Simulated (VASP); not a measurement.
# TiCo (Pm-3m) in VASP: single point with LDA

Aim: the single point of TiCo with LDA.

All numbers are computed with VASP 6.6.1; they aren't measurements. Logs are shortened: lines on timing, memory, paths and dates and some standing lists are left out, and cuts for length are marked.

**1. The cell of the first run**

Symmetry: Pm-3m, No. 221, cubic system. Conventional cell: a = 2.940 Å, b = 2.940 Å, c = 2.940 Å, α = 90.00°, β = 90.00°, γ = 90.00°. Within 3.4 Å of Ti (site symmetry m-3m) lie 8 Co at 2.55 Å and 6 Ti at 2.94 Å. Co (site symmetry m-3m) has 8 Ti at 2.55 Å and 6 Co at 2.94 Å within 3.4 Å.

**2. Single point, LDA, collinear spin, ferromagnetic start (12.71 Å³/atom)**

File INCAR:

```
SYSTEM = TiCo
PREC = Accurate
ENCUT = 520
EDIFF = 1E-6
ISMEAR = 0
SIGMA = 0.05
LREAL = .False.
LASPH = .True.
NELM = 150
ALGO = Fast
ISIF = 2
LWAVE = .False.
LCHARG = .True.
ISPIN = 2
MAGMOM = 0 0.3
LORBIT = 11
LMAXMIX = 4
GGA = CA
LELF = .True.
LVHAR = .True.
NBANDS = 22
```

File KPOINTS:

```
regular mesh
0
Gamma
  16 16 16
  0 0 0
```

File POSCAR:

```
TiCo
1.0
    2.9402537050      0.0000000000      0.0000000000
    0.0000000000      2.9402537050      0.0000000000
    0.0000000000      0.0000000000      2.9402537050
Ti Co
1 1
Direct
    0.0000000000      0.0000000000      0.0000000000
    0.5000000000      0.5000000000      0.5000000000
```

Potentials or basis: VASP PAW LDA potentials, release 64 (Ti_sv, Co).

Launch:

```bash
cat potpaw_LDA.64/Ti_sv/POTCAR potpaw_LDA.64/Co/POTCAR > POTCAR
mpirun -np 1 vasp_std > vasp.out
```

OUTCAR:

```text
SYSTEM = TiCo
   PREC = Accurate
   ENCUT = 520
   EDIFF = 1E-6
   ISMEAR = 0
   LREAL = .False.
   LASPH = .True.
   NELM = 150
   ISIF = 2
   ISPIN = 2
   LORBIT = 11
   GGA = CA

 ion  position               nearest neighbor table
   1  0.000  0.000  0.000-   2 2.55   2 2.55   2 2.55   2 2.55   2 2.55   2 2.55   2 2.55   2 2.55

   2  0.500  0.500  0.500-   1 2.55   1 2.55   1 2.55   1 2.55   1 2.55   1 2.55   1 2.55   1 2.55

  LATTYP: Found a simple cubic cell.
 ALAT       =     2.9402537050

  Lattice vectors:

 A1 = (   2.9402537050,   0.0000000000,   0.0000000000)
 A2 = (   0.0000000000,   2.9402537050,   0.0000000000)
 A3 = (   0.0000000000,   0.0000000000,   2.9402537050)

Analysis of symmetry for initial positions (statically):
=====================================================================
 Subroutine PRICEL returns:
 Original cell was already a primitive cell.

 Routine SETGRP: Setting up the symmetry group for a
 simple cubic supercell.

 Subroutine GETGRP returns: Found 48 space group operations
 (whereof 48 operations were pure point group operations)
 out of a pool of 48 trial point group operations.

The static configuration has the point symmetry O_h .

Analysis of symmetry for dynamics (positions and initial velocities):
=====================================================================
 Subroutine PRICEL returns:
 Original cell was already a primitive cell.

 Routine SETGRP: Setting up the symmetry group for a
 simple cubic supercell.

 Subroutine GETGRP returns: Found 48 space group operations
 (whereof 48 operations were pure point group operations)
 out of a pool of 48 trial point group operations.

The dynamic configuration has the point symmetry O_h .

Analysis of structural, dynamic, and magnetic symmetry:
=====================================================================
 Subroutine PRICEL returns:
 Original cell was already a primitive cell.

 Routine SETGRP: Setting up the symmetry group for a
 simple cubic supercell.

 Subroutine GETGRP returns: Found 48 space group operations
 (whereof 48 operations were pure point group operations)
 out of a pool of 48 trial point group operations.

The overall configuration has the point symmetry O_h .

 Subroutine INISYM returns: Found 48 space group operations
 (whereof 48 operations are pure point group operations),
 and found     1 'primitive' translations

----------------------------------------------------------------------------------------

                                     Primitive cell

  volume of cell :      25.4188

  direct lattice vectors                    reciprocal lattice vectors
     2.940253705  0.000000000  0.000000000     0.340106705  0.000000000  0.000000000
     0.000000000  2.940253705  0.000000000     0.000000000  0.340106705  0.000000000
     0.000000000  0.000000000  2.940253705     0.000000000  0.000000000  0.340106705

  length of vectors
     2.940253705  2.940253705  2.940253705     0.340106705  0.340106705  0.340106705

  position of ions in fractional coordinates (direct lattice)
     0.000000000  0.000000000  0.000000000
     0.500000000  0.500000000  0.500000000

  ion indices of the primitive-cell ions
   primitive index   ion index
                 1           1
                 2           2

----------------------------------------------------------------------------------------

 KPOINTS: regular mesh

Automatic generation of k-mesh.
 Grid dimensions read from file:
 generate k-points for:   16   16   16

 Generating k-lattice:

  Cartesian coordinates                     Fractional coordinates (reciprocal lattice)
     0.021256669  0.000000000  0.000000000     0.062500000  0.000000000  0.000000000
     0.000000000  0.021256669  0.000000000     0.000000000  0.062500000  0.000000000
     0.000000000  0.000000000  0.021256669     0.000000000  0.000000000  0.062500000

  Length of vectors
     0.021256669  0.021256669  0.021256669

  Shift w.r.t. Gamma in fractional coordinates (k-lattice)
     0.000000000  0.000000000  0.000000000

 Subroutine IBZKPT returns following result:
 ===========================================

 Found    165 irreducible k-points:

 Following reciprocal coordinates:
            Coordinates               Weight
  0.000000  0.000000  0.000000      1.000000
  0.062500  0.000000  0.000000      6.000000
  0.125000  0.000000  0.000000      6.000000
  0.187500  0.000000  0.000000      6.000000
  0.250000  0.000000  0.000000      6.000000
  0.312500  0.000000  0.000000      6.000000
[... 16 lines left out ...]
  0.437500  0.125000  0.000000     24.000000
  0.500000  0.125000  0.000000     12.000000
 [... further k-points ...]
   k-points           NKPTS =    165   k-points in BZ     NKDIM =    165   number of bands    NBANDS=     22
   number of dos      NEDOS =    301   number of ions     NIONS =      2
   total plane-waves  NPLWV =  13824
   dimension x,y,z NGX =    24 NGY =   24 NGZ =   24
   dimension x,y,z NGXF=    48 NGYF=   48 NGZF=   48
   ions per type =               1   1
   NGX,Y,Z   is equivalent  to a cutoff of  13.57, 13.57, 13.57 a.u.
   NGXF,Y,Z  is equivalent  to a cutoff of  27.14, 27.14, 27.14 a.u.
 SYSTEM =  TiCo
   PREC   = accura    normal or accurate (medium, high low for compatibility)
   ISTART =      0    job   : 0-new  1-cont  2-samecut
   ICHARG =      2    charge: 1-file 2-atom 10-const
   ISPIN  =      2    spin polarized calculation?
   LNONCOLLINEAR =      F non collinear calculations
   LSORBIT =      F    spin-orbit coupling
   LASPH  =      T    aspherical Exc in radial PAW
   ENCUT  =  520.0 eV  38.22 Ry    6.18 a.u.   5.47  5.47  5.47*2*pi/ulx,y,z
   NELM   =    150;   NELMIN=  2; NELMDL= -5     # of ELM steps
   EDIFF  = 0.1E-05   stopping-criterion for ELM
   LREAL  =      F    real-space projection
   EDIFFG = 0.1E-04   stopping-criterion for IOM
   NSW    =      0    number of steps for IOM
   IBRION =     -1    ionic relax: 0-MD 1-quasi-New 2-CG
   NFREE  =      0    steps in history (QN), initial steepest desc. (CG)
   ISIF   =      2    stress and relaxation
   ISYM   =      2    0-nonsym 1-usesym 2-fastsym
   POTIM  = 0.5000    time-step for ionic-motion
   TEBEG  =    0.0;   TEEND  =   0.0 temperature during run
   PSTRESS=    0.0 pullay stress
   NELECT =      21.0000    total number of electrons
   NUPDOWN=      -1.0000    fix difference up-down
   EMIN   =  10.00;   EMAX   =-10.00  energy-range for DOS
   EFERMI =   0.00;   METHOD = LEGACY
   ISMEAR =     0;   SIGMA  =   0.05  broadening in eV -4-tet -1-fermi 0-gaus
   EFERMI_NEDOS =   21; number of points for ismear=-14 and -15
   IALGO  =     68    algorithm
   IMIX   =      4    mixing-type and parameters
     AMIX     =   0.40;   BMIX     =  1.00
     AMIX_MAG =   1.60;   BMIX_MAG =  1.00
  volume/ion in A,a.u.               =      12.71        85.77
  Fermi-wavevector in a.u.,A,eV,Ry     =   1.536136  2.902877 32.105874  2.359715
  Thomas-Fermi vector in A             =   2.642827
   LORBIT       =     11    0 simple, 1 ext, 2 COOP (PROOUT), +10 PAW based schemes
   GGA     = CA    functional components
   LHFCALC =     F    Hartree Fock is set to
   AEXX    =    0.0000 exact exchange contribution
   IVDW    =     0    specifies the selected vdW correction
   LEPSILON=     F    determine dielectric tensor
   LRPA    =     F    only Hartree local field effects (RPA)
 spin polarized calculation
 RMM-DIIS sequential band-by-band and
 Gauss-broadening in eV      SIGMA  =   0.05
  energy-cutoff  :      520.00
  volume of cell :       25.42
 maximum number of plane-waves:       715
 NGX is ok and might be reduce to    24
   NGX = 11   NGY = 11   NGZ = 11

 number of electron      21.0000005 magnetization       0.0005716

 number of electron      21.0000005 magnetization      -0.0071317

 Free energy of the ion-electron system (eV)
  ---------------------------------------------------
  ext. energy  EPLUGINS =         0.00000000
  ---------------------------------------------------
  free energy    TOTEN  =       -17.57027712 eV

  energy without entropy =      -17.56609364  energy(sigma->0) =      -17.56818538

 E-fermi :  10.2327     XC(G=0): -13.1363

 val. band max:       10.2325146396   @ k =   0.4375   0.3125   0.0000
 cond. band min:      10.2370368735   @ k =   0.4375   0.3125   0.0000
 fundamental gap:      0.0045222338
 Fermi energy:        10.2326901630

 spin component 1

 k-point     1 :       0.0000    0.0000    0.0000
  band No.  band energies     occupation
      1     -46.1828      1.00000
      2     -22.6393      1.00000
      3     -22.6393      1.00000
      4     -22.6393      1.00000
      5       2.4779      1.00000
      6       6.2496      1.00000
[... 14 lines left out ...]
     21      31.5046      0.00000
     22      31.6011      0.00000

 k-point     2 :       0.0625    0.0000    0.0000
  band No.  band energies     occupation
      1     -46.1813      1.00000
      2     -22.6535      1.00000
      3     -22.6383      1.00000
      4     -22.6383      1.00000
      5       2.5590      1.00000
      6       6.2862      1.00000
[... 14 lines left out ...]
     21      31.4002      0.00000
     22      31.6332      0.00000

 k-point     3 :       0.1250    0.0000    0.0000
  band No.  band energies     occupation
      1     -46.1768      1.00000
      2     -22.6936      1.00000
      3     -22.6355      1.00000
      4     -22.6355      1.00000
      5       2.7988      1.00000
      6       6.3946      1.00000
[... 14 lines left out ...]
     21      30.9409      0.00000
     22      31.7161      0.00000
[... 476 lines left out ...]
 k-point    23 :       0.4375    0.1250    0.0000
  band No.  band energies     occupation
      1     -46.1379      1.00000
      2     -22.9804      1.00000
      3     -22.6635      1.00000
      4     -22.6092      1.00000
      5       5.7980      1.00000
      6       6.7867      1.00000
[... 14 lines left out ...]
     21      28.5282      0.00000
     22      29.3521      0.00000

 k-point    24 :       0.5000    0.1250    0.0000
  band No.  band energies     occupation
      1     -46.1363      1.00000
      2     -22.9937      1.00000
      3     -22.6624      1.00000
      4     -22.6081      1.00000
      5       6.1926      1.00000
      6       6.5543      1.00000
[... 14 lines left out ...]
     21      27.6460      0.00000
     22      29.1329      0.00000

 [... further k-points ...]

 spin component 2

 k-point     1 :       0.0000    0.0000    0.0000
  band No.  band energies     occupation
      1     -46.1832      1.00000
      2     -22.6397      1.00000
      3     -22.6397      1.00000
      4     -22.6397      1.00000
      5       2.4771      1.00000
      6       6.2458      1.00000
[... 14 lines left out ...]
     21      30.6387      0.00000
     22      31.6007      0.00000

 k-point     2 :       0.0625    0.0000    0.0000
  band No.  band energies     occupation
      1     -46.1816      1.00000
      2     -22.6538      1.00000
      3     -22.6387      1.00000
      4     -22.6387      1.00000
      5       2.5582      1.00000
      6       6.2824      1.00000
[... 14 lines left out ...]
     21      31.3859      0.00000
     22      31.5559      0.00000

 k-point     3 :       0.1250    0.0000    0.0000
  band No.  band energies     occupation
      1     -46.1772      1.00000
      2     -22.6939      1.00000
      3     -22.6359      1.00000
      4     -22.6359      1.00000
      5       2.7980      1.00000
      6       6.3907      1.00000
[... 14 lines left out ...]
     21      30.9478      0.00000
     22      31.7157      0.00000
[... 476 lines left out ...]
 k-point    23 :       0.4375    0.1250    0.0000
  band No.  band energies     occupation
      1     -46.1382      1.00000
      2     -22.9808      1.00000
      3     -22.6639      1.00000
      4     -22.6095      1.00000
      5       5.7965      1.00000
      6       6.7846      1.00000
[... 14 lines left out ...]
     21      28.5270      0.00000
     22      29.3734      0.00000

 k-point    24 :       0.5000    0.1250    0.0000
  band No.  band energies     occupation
      1     -46.1367      1.00000
      2     -22.9941      1.00000
      3     -22.6627      1.00000
      4     -22.6085      1.00000
      5       6.1902      1.00000
      6       6.5535      1.00000
[... 14 lines left out ...]
     21      27.6448      0.00000
     22      29.1307      0.00000

 [... further k-points ...]
[... 5 lines left out ...]
  --------------------------------------------------------------------------------------
  -------------------------------------------------------------------------------------
  Total       -1.2324147     -1.2324147     -1.2324147      0.0000000     -0.0000000     -0.0000000
  in kB      -77.6806840    -77.6806840    -77.6806840      0.0000000     -0.0000000     -0.0000000
  external PRESSURE =     -77.6806840 kB  Pullay stress =       0.0000000 kB

 VOLUME and BASIS-vectors are now :
 -----------------------------------------------------------------------------
  energy-cutoff  :      520.00
  volume of cell :       25.42
      direct lattice vectors                 reciprocal lattice vectors
     2.940253705  0.000000000  0.000000000     0.340106705  0.000000000  0.000000000
     0.000000000  2.940253705  0.000000000     0.000000000  0.340106705  0.000000000
     0.000000000  0.000000000  2.940253705     0.000000000  0.000000000  0.340106705

 POSITION                                       TOTAL-FORCE (eV/Angst)
 -----------------------------------------------------------------------------------
      0.00000      0.00000      0.00000         0.000000      0.000000      0.000000
      1.47013      1.47013      1.47013         0.000000      0.000000      0.000000
 -----------------------------------------------------------------------------------
    total drift:                                0.000000      0.000000     -0.000000

  FREE ENERGIE OF THE ION-ELECTRON SYSTEM (eV)
  ---------------------------------------------------
  free  energy   TOTEN  =       -17.5702771218 eV

  energy  without entropy=      -17.5660936406  energy(sigma->0) =      -17.56818538

 total charge

# of ion       s       p       d       tot
------------------------------------------
    1        2.259   6.192   1.917  10.368
    2        0.543   0.464   7.393   8.400
--------------------------------------------------
tot          2.802   6.656   9.310  18.768

 magnetization (x)

# of ion       s       p       d       tot
------------------------------------------
    1       -0.000   0.000  -0.000  -0.000
    2       -0.000  -0.000  -0.007  -0.007
--------------------------------------------------
tot         -0.000  -0.000  -0.007  -0.008
```

Wall time 3.5 min (1 thread of Intel Xeon 8259CL, shared host); peak memory 0.25 GiB.

What came out:

- Free energy: -17.5703 eV
- Pressure: -7.8 GPa
- Net moment: -0.01 μB per cell
- Valence electrons inside the program's atomic spheres: Ti 10.37; Co 8.40

Levels at points of the mesh, in eV from the Fermi level:
Spin up:
```csv
k point,band 6,band 7,band 8,band 9,band 10,band 11,band 12,band 13,band 14,band 15
"(0.00, 0.00, 0.00)",-3.98,-3.98,-1.51,-1.51,-1.51,0.81,0.81,2.88,2.88,2.88
"(0.50, 0.00, 0.00)",-3.79,-2.49,-1.58,-1.58,-1.05,-0.87,0.17,0.66,0.66,2.32
"(0.50, 0.50, 0.00)",-3.90,-2.52,-2.52,-0.62,-0.14,0.83,0.83,1.29,2.74,2.74
"(0.50, 0.50, 0.50)",-2.48,-2.48,-2.19,-2.19,-2.19,-0.59,-0.59,3.29,3.29,7.45
```
Spin down:
| k point | band 8 | band 9 | band 10 | band 11 | band 12 | band 13 |
| --- | --- | --- | --- | --- | --- | --- |
| (0.00, 0.00, 0.00) | -1.51 | -1.51 | -1.51 | 0.80 | 0.80 | 2.88 |
| (0.50, 0.00, 0.00) | -1.58 | -1.58 | -1.06 | -0.87 | 0.16 | 0.66 |
| (0.50, 0.50, 0.00) | -2.53 | -0.63 | -0.15 | 0.83 | 0.83 | 1.29 |
| (0.50, 0.50, 0.50) | -2.19 | -2.19 | -2.19 | -0.60 | -0.60 | 3.29 |

Caveat: the cell stands under tension.
